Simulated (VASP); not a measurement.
# W (Pm-3m) in VASP: notebook, part 2 of 2

VASP 6.6.1.

## Step 4: Single point, revPBE (volume scaled by 1.12)

INCAR

```
SYSTEM = W
  PREC = Accurate
  ENCUT = 520
  EDIFF = 1E-6
  ISMEAR = -1
  SIGMA = 0.1
  LREAL = .FALSE.
  LASPH = .TRUE.
  NELM = 60
  ALGO = Normal
  ISIF = 2
  LWAVE = .FALSE.
  LCHARG = .TRUE.
  GGA = RE
  LELF = .TRUE.
  LVHAR = .TRUE.
  NBANDS = 13
```

KPOINTS

```
Automatic mesh
0
G
  13 13 13
  0 0 0
```

POSCAR

```
W
1.0
    2.7484653566      0.0000000000      0.0000000000
    0.0000000000      2.7484653566      0.0000000000
    0.0000000000      0.0000000000      2.7484653566
W
1
Direct
    0.0000000000      0.0000000000      0.0000000000
```

Potentials or basis: VASP PAW PBE potentials, release 64 (W_sv).

Command:

```console
$ cat potpaw_PBE.64/W_sv/POTCAR > POTCAR
$ mpirun -np 1 vasp_std > vasp.out
```

OUTCAR:

```text
SYSTEM = W
   PREC = Accurate
   ENCUT = 520
   EDIFF = 1E-6
   ISMEAR = -1
   LREAL = .FALSE.
   LASPH = .TRUE.
   NELM = 60
   ISIF = 2
   GGA = RE

 ion  position               nearest neighbor table
   1  0.000  0.000  0.000-

  LATTYP: Found a simple cubic cell.
 ALAT       =     2.7484653566

  Lattice vectors:

 A1 = (   2.7484653566,   0.0000000000,   0.0000000000)
 A2 = (   0.0000000000,   2.7484653566,   0.0000000000)
 A3 = (   0.0000000000,   0.0000000000,   2.7484653566)

Analysis of symmetry for initial positions (statically):
=====================================================================
 Subroutine PRICEL returns:
 Original cell was already a primitive cell.

 Routine SETGRP: Setting up the symmetry group for a
 simple cubic supercell.

 Subroutine GETGRP returns: Found 48 space group operations
 (whereof 48 operations were pure point group operations)
 out of a pool of 48 trial point group operations.

The static configuration has the point symmetry O_h .

Analysis of symmetry for dynamics (positions and initial velocities):
=====================================================================
 Subroutine PRICEL returns:
 Original cell was already a primitive cell.

 Routine SETGRP: Setting up the symmetry group for a
 simple cubic supercell.

 Subroutine GETGRP returns: Found 48 space group operations
 (whereof 48 operations were pure point group operations)
 out of a pool of 48 trial point group operations.

The dynamic configuration has the point symmetry O_h .

 Subroutine INISYM returns: Found 48 space group operations
 (whereof 48 operations are pure point group operations),
 and found     1 'primitive' translations

----------------------------------------------------------------------------------------

                                     Primitive cell

  volume of cell :      20.7621

[... 106 lines left out ...]
     AMIX_MAG =   1.60;   BMIX_MAG =  1.00
  volume/ion in A,a.u.               =      20.76       140.11
  Fermi-wavevector in a.u.,A,eV,Ry     =   1.435579  2.712852 28.040090  2.060888
  Thomas-Fermi vector in A             =   2.554862
   LORBIT       =      0    0 simple, 1 ext, 2 COOP (PROOUT), +10 PAW based schemes
   GGA     = RE    functional components
   LHFCALC =     F    Hartree Fock is set to
   AEXX    =    0.0000 exact exchange contribution
   IVDW    =     0    specifies the selected vdW correction
   LEPSILON=     F    determine dielectric tensor
   LRPA    =     F    only Hartree local field effects (RPA)
 non-spin polarized calculation
  energy-cutoff  :      520.00
  volume of cell :       20.76
 maximum number of plane-waves:       587
   NGX = 11   NGY = 11   NGZ = 11

 number of electron      14.0000010 magnetization

 Free energy of the ion-electron system (eV)
  ---------------------------------------------------
  ext. energy  EPLUGINS =         0.00000000
  ---------------------------------------------------
  free energy    TOTEN  =       -10.95249927 eV

  energy without entropy =      -10.91580446  energy(sigma->0) =      -10.93415186

 E-fermi :   7.9025     XC(G=0): -11.9869

 val. band max:        7.8929668134   @ k =   0.4615   0.3846   0.1538
 cond. band min:       7.9304497549   @ k =   0.4615   0.4615   0.2308
 fundamental gap:      0.0374829415
 Fermi energy:         7.9024573959

 k-point     1 :       0.0000    0.0000    0.0000
  band No.  band energies     occupation
      1     -66.3652      2.00000
      2     -30.1148      2.00000
      3     -30.1148      2.00000
      4     -30.1148      2.00000
      5      -0.0265      2.00000
      6       4.1830      2.00000
      7       4.1830      2.00000
      8      11.8306      0.00000
      9      11.8306      0.00000
     10      11.8306      0.00000
     11      21.4885      0.00000
     12      21.4885      0.00000
     13      21.4885      0.00000
[... 354 lines left out ...]
  band No.  band energies     occupation
      1     -66.2786      2.00000
      2     -30.7936      2.00000
      3     -30.6155      2.00000
      4     -30.0011      2.00000
      5       3.9767      2.00000
      6       4.8671      2.00000
      7       8.2909      0.04028
      8       9.4265      0.00000
      9       9.8250      0.00000
     10      10.0522      0.00000
     11      16.3522      0.00000
     12      20.0257      0.00000
     13      23.6478      0.00000

 [... further k-points ...]
[... 5 lines left out ...]
  --------------------------------------------------------------------------------------
  -------------------------------------------------------------------------------------
  Total       -2.4100776     -2.4100776     -2.4100776      0.0000000     -0.0000000     -0.0000000
  in kB     -185.9819516   -185.9819516   -185.9819516      0.0000000     -0.0000000     -0.0000000
  external PRESSURE =    -185.9819516 kB  Pullay stress =       0.0000000 kB

 VOLUME and BASIS-vectors are now :
 -----------------------------------------------------------------------------
  energy-cutoff  :      520.00
  volume of cell :       20.76
      direct lattice vectors                 reciprocal lattice vectors
     2.748465357  0.000000000  0.000000000     0.363839405  0.000000000  0.000000000
     0.000000000  2.748465357  0.000000000     0.000000000  0.363839405  0.000000000
     0.000000000  0.000000000  2.748465357     0.000000000  0.000000000  0.363839405

 POSITION                                       TOTAL-FORCE (eV/Angst)
 -----------------------------------------------------------------------------------
      0.00000      0.00000      0.00000         0.000000      0.000000      0.000000
 -----------------------------------------------------------------------------------
    total drift:                                0.000000      0.000000      0.000000

  FREE ENERGIE OF THE ION-ELECTRON SYSTEM (eV)
  ---------------------------------------------------
  free  energy   TOTEN  =       -10.9524992707 eV

  energy  without entropy=      -10.9158044573  energy(sigma->0) =      -10.93415186
```

stdout:

```text
POSCAR found type information on POSCAR W
 POSCAR found :  1 types and       1 ions
 scaLAPACK will be used
 -----------------------------------------------------------------------------
|                                                                             |
|                                                                             |
|     You enforced a specific xc type in the INCAR file but a different       |
|     I HOPE YOU KNOW WHAT YOU ARE DOING!                                     |
|                                                                             |
 -----------------------------------------------------------------------------

 LDA part: xc-table for (Slater+PW92), standard interpolation
 POSCAR, INCAR and KPOINTS ok, starting setup
 FFT: planning ... GRIDC
 FFT: planning ... GRID_SOFT
 FFT: planning ... GRID
 WAVECAR not read
 entering main loop
```

Run time: 20 s. Hardware: 1 thread of Intel Xeon 8259CL, shared host; peak memory 0.14 GiB.

Results:

```
Free energy            : -10.9525 eV
Pressure               : -18.6 GPa
Band gap on the k mesh : zero (band 7 reaches 9.50 eV, above the bottom of band 8 at 7.37 eV)
```

Caveat: the cell differs from its parent crystal (volume scaled by 1.12); the PAW data sets were made with another functional, which shifts forces and pressure a little; spin-orbit coupling is left out, which moves the levels of the heavy elements.

## Step 5: Single point, revPBE

This run uses another cell than the first one, of 18.54 Å³/atom, 0.962 times its volume.

INCAR

```
PREC = Accurate ; ENCUT = 520
EDIFF = 1E-6 ; ISMEAR = -1
SIGMA = 0.1 ; LREAL = False
LASPH = True ; NELM = 60
ALGO = Normal ; ISIF = 2
LWAVE = False ; LCHARG = True
GGA = RE ; LELF = True
LVHAR = True ; NBANDS = 13
```

KPOINTS

```
regular mesh
0
Gamma
  19 19 19
```

POSCAR

```
W
1.0
    2.6465753285      0.0000000000      0.0000000000
    0.0000000000      2.6465753285      0.0000000000
    0.0000000000      0.0000000000      2.6465753285
W
1
Direct
    0.0000000000      0.0000000000      0.0000000000
```

Potentials or basis: VASP PAW PBE potentials, release 64 (W_sv).

Command:

```console
$ cat potpaw_PBE.64/W_sv/POTCAR > POTCAR
$ mpirun -np 1 vasp_std > vasp.out
```

OUTCAR:

```text
PREC = Accurate
   ENCUT = 520
   EDIFF = 1E-6
   ISMEAR = -1
   LREAL = False
   LASPH = True
   NELM = 60
   ISIF = 2
   GGA = RE

 ion  position               nearest neighbor table
   1  0.000  0.000  0.000-

  LATTYP: Found a simple cubic cell.
 ALAT       =     2.6465753285

  Lattice vectors:

 A1 = (   2.6465753285,   0.0000000000,   0.0000000000)
 A2 = (   0.0000000000,   2.6465753285,   0.0000000000)
[... 552 lines left out ...]
      2     -29.3421      2.00000
      3     -28.5415      2.00000
      4     -28.3976      2.00000
      5       3.4086      2.00000
      6       5.9557      2.00000
      7       7.6524      2.00000
      8      10.7257      0.00000
      9      11.1357      0.00000
     10      13.6926      0.00000
     11      18.5615      0.00000
     12      24.9719      0.00000
     13      26.1499      0.00000

 [... further k-points ...]
[... 5 lines left out ...]
  --------------------------------------------------------------------------------------
  -------------------------------------------------------------------------------------
  Total        0.1265378      0.1265378      0.1265378      0.0000000      0.0000000      0.0000000
  in kB       10.9364972     10.9364972     10.9364972      0.0000000      0.0000000      0.0000000
  external PRESSURE =      10.9364972 kB  Pullay stress =       0.0000000 kB

 VOLUME and BASIS-vectors are now :
 -----------------------------------------------------------------------------
  energy-cutoff  :      520.00
  volume of cell :       18.54
      direct lattice vectors                 reciprocal lattice vectors
     2.646575328  0.000000000  0.000000000     0.377846793  0.000000000  0.000000000
     0.000000000  2.646575328  0.000000000     0.000000000  0.377846793  0.000000000
     0.000000000  0.000000000  2.646575328     0.000000000  0.000000000  0.377846793

 POSITION                                       TOTAL-FORCE (eV/Angst)
 -----------------------------------------------------------------------------------
      0.00000      0.00000      0.00000         0.000000      0.000000      0.000000
 -----------------------------------------------------------------------------------
    total drift:                               -0.000000      0.000000      0.000000

  FREE ENERGIE OF THE ION-ELECTRON SYSTEM (eV)
  ---------------------------------------------------
  free  energy   TOTEN  =       -11.0924393235 eV

  energy  without entropy=      -11.0637325608  energy(sigma->0) =      -11.07808594
```

Wall time 50 s (1 thread of Intel Xeon 8259CL, shared host); peak memory 0.16 GiB.

What came out:

```yaml
Free_energy: -11.0924 eV
Pressure: 1.1 GPa
Band_gap_on_the_k_mesh: zero (band 7 reaches 11.17 eV, above the bottom of band 8 at 8.47 eV)
```

Caveat: the PAW data sets were made with another functional, which shifts forces and pressure a little; spin-orbit coupling is left out, which moves the levels of the heavy elements.

## Step 6: Relaxation of cell and atoms, revPBE

This run uses another cell than the first one, of 17.12 Å³/atom, 0.888 times its volume.

INCAR

```
PREC = Accurate ; ENCUT = 600
EDIFF = 1E-6 ; ISMEAR = -1
SIGMA = 0.1 ; LREAL = F
LASPH = T ; NELM = 60
ALGO = Normal ; ISIF = 3
LWAVE = F ; LCHARG = F
GGA = RE ; IBRION = 2
NSW = 80 ; EDIFFG = -0.01
```

KPOINTS

```
Automatic mesh
0
Gamma
  12 12 12
```

POSCAR

```
W
1.0
    2.5770789429      0.0000000000      0.0000000000
    0.0000000000      2.5770789429      0.0000000000
    0.0000000000      0.0000000000      2.5770789429
W
1
Direct
    0.0000000000      0.0000000000      0.0000000000
```

Potentials or basis: VASP PAW PBE potentials, release 64 (W_sv).

Command:

```console
$ cat potpaw_PBE.64/W_sv/POTCAR > POTCAR
$ mpirun -np 1 vasp_std > vasp.out
```

OUTCAR:

```text
PREC = Accurate
   ENCUT = 600
   EDIFF = 1E-6
   ISMEAR = -1
   LREAL = F
   LASPH = T
   NELM = 60
   ISIF = 3
   GGA = RE
   IBRION = 2
   NSW = 80
   EDIFFG = -0.01

 ion  position               nearest neighbor table
   1  0.000  0.000  0.000-

  LATTYP: Found a simple cubic cell.
 ALAT       =     2.5770789429

  Lattice vectors:

 A1 = (   2.5770789429,   0.0000000000,   0.0000000000)
 A2 = (   0.0000000000,   2.5770789429,   0.0000000000)
 A3 = (   0.0000000000,   0.0000000000,   2.5770789429)

Analysis of symmetry for initial positions (statically):
=====================================================================
 Subroutine PRICEL returns:
 Original cell was already a primitive cell.

[... 616 lines left out ...]
[... ionic steps 4 to 15 ...]

--------------------------------------- Ionic step       16  -------------------------------------------

 number of electron      14.0000002 magnetization

------------------------ aborting loop because EDIFF is reached ----------------------------------------
[... 65 lines left out ...]
--------------------------------------- Ionic step       18  -------------------------------------------

 number of electron      14.0000002 magnetization

 Free energy of the ion-electron system (eV)
  ---------------------------------------------------
  ext. energy  EPLUGINS =         0.00000000
  ---------------------------------------------------
  free energy    TOTEN  =       -11.11428675 eV

  energy without entropy =      -11.09515512  energy(sigma->0) =      -11.10472093

 E-fermi :   9.2372     XC(G=0): -12.5750

 val. band max:        8.9756373639   @ k =   0.3333   0.3333   0.1667
 cond. band min:       9.2698004938   @ k =   0.4167   0.3333   0.1667
 fundamental gap:      0.2941631299
 Fermi energy:         9.2371722574

 k-point     1 :       0.0000    0.0000    0.0000
  band No.  band energies     occupation
      1     -64.9026      2.00000
      2     -28.5318      2.00000
      3     -28.5318      2.00000
      4     -28.5318      2.00000
      5       0.7496      2.00000
      6       4.9887      2.00000
      7       4.9888      2.00000
      8      13.8509      0.00000
      9      13.8509      0.00000
     10      13.8509      0.00000
     11      23.7614      0.00000
[... 350 lines left out ...]
  FREE ENERGIE OF THE ION-ELECTRON SYSTEM (eV)
  ---------------------------------------------------
  free  energy   TOTEN  =       -11.1142867480 eV

  energy  without entropy=      -11.0951551211  energy(sigma->0) =      -11.10472093

 reached required accuracy - stopping structural energy minimisation
```

OSZICAR:

```text
N       E                     dE             d eps       ncg     rms          rms(c)
DAV:   1     0.857781229157E+02    0.85778E+02   -0.85898E+03  1856   0.157E+03
DAV:   2    -0.951095073128E+01   -0.95289E+02   -0.91658E+02  1998   0.351E+02
DAV:   3    -0.113750237095E+02   -0.18641E+01   -0.18316E+01  2101   0.472E+01
[... 95 lines left out ...]
       N       E                     dE             d eps       ncg     rms          rms(c)
DAV:   1    -0.111143118693E+02   -0.25652E-04   -0.54347E-04  1884   0.359E-01    0.577E-02
DAV:   2    -0.111142904381E+02    0.21431E-04   -0.34229E-05  1872   0.762E-02    0.122E-02
DAV:   3    -0.111142871797E+02    0.32584E-05   -0.89215E-06  1899   0.379E-02    0.102E-02
DAV:   4    -0.111142867480E+02    0.43173E-06   -0.28848E-07   942   0.695E-03
  18 F= -.11114287E+02 E0= -.11104721E+02  d E =-.714674E-05
```

CONTCAR:

```text
W
   1.00000000000000
     2.6486436347539195    0.0000000000000000   -0.0000000000000001
    -0.0000000000000000    2.6486436347539195   -0.0000000000000001
     0.0000000000000001    0.0000000000000000    2.6486436347539195
  W
     1
Direct
     0.0000000000000000    1.0000000000000000    0.0000000000000000

  0.00000000E+00  0.00000000E+00  0.00000000E+00
```

Wall time 2.5 min (1 thread of Intel Xeon 8259CL, shared host); peak memory 0.16 GiB.

Results:

- Free energy: -11.1143 eV
- Relaxed volume: 18.58 Å³/atom
- Relaxed cell: a = 2.649 Å, b = 2.649 Å, c = 2.649 Å, α = 90.00°, β = 90.00°, γ = 90.00°
- Space group after relaxing (to 0.05 Å): Pm-3m (No. 221)
- Energy gained by relaxing: 88.9 meV/atom
- Ionic steps: 18
- Pressure after relaxing: 0.0 GPa
- Band gap on the k mesh: zero (band 7 reaches 11.00 eV, above the bottom of band 8 at 8.57 eV)

Step by step:
```csv
step,energy change (eV),largest force (eV/Å),pressure (GPa),volume (Å³)
1,0.0000,0.0000,20.91,17.12
2,0.4383,0.0000,-29.46,23.27
3,-0.0883,0.0000,-1.56,18.72
4,-0.0889,0.0000,-0.16,18.59
5,-0.0889,0.0000,0.19,18.56
6,-0.0889,0.0000,0.22,18.56
7,-0.0889,0.0000,0.26,18.57
8,-0.0889,0.0000,0.18,18.57
9,-0.0889,0.0000,0.17,18.57
10,-0.0889,0.0000,0.17,18.57
11,-0.0889,0.0000,0.18,18.57
12,-0.0889,0.0000,0.18,18.57
13,-0.0889,0.0000,0.18,18.57
14,-0.0889,0.0000,0.19,18.57
15,-0.0889,0.0000,0.20,18.57
16,-0.0889,0.0000,0.15,18.57
17,-0.0889,0.0000,0.11,18.57
18,-0.0889,0.0000,0.01,18.58
```

Final structure:
```
W
1.0
     2.64864    0.00000    0.00000
     0.00000    2.64864    0.00000
     0.00000    0.00000    2.64864
W
1
Cartesian
  0.0000 2.6486 0.0000
```

Caveat: the PAW data sets were made with another functional, which shifts forces and pressure a little; spin-orbit coupling is left out, which moves the levels of the heavy elements.

## Step 7: The runs side by side

| task | cell | k mesh | cutoff (eV) | gap on the mesh (eV) | pressure (GPa) |
| --- | --- | --- | --- | --- | --- |
| single point | a = 2.681 Å, 1 atom | 13 × 13 × 13 | 520 | none | -7.6 |
| single point | a = 2.715 Å, 1 atom | 13 × 13 × 13 | 520 | none | -13.7 |
| single point | a = 2.748 Å, 1 atom | 13 × 13 × 13 | 520 | none | -18.6 |
| single point | a = 2.647 Å, 1 atom | 19 × 19 × 19 | 520 | none | 1.1 |
| relaxation of cell and atoms | relaxed from a = 2.577 Å, 1 atom | 12 × 12 × 12 | 600 | none | 0.0 |

Alike in all rows: level revPBE; potentials or basis VASP PAW PBE potentials, release 64 (W_sv); no spin polarisation; smearing fermi-dirac 0.1 eV.

Caveats: the PAW data sets were made with another functional, which shifts forces and pressure a little; spin-orbit coupling is left out, which moves the levels of the heavy elements.

Total energies depend on the potentials used, so only differences within one code and one set of settings carry meaning.
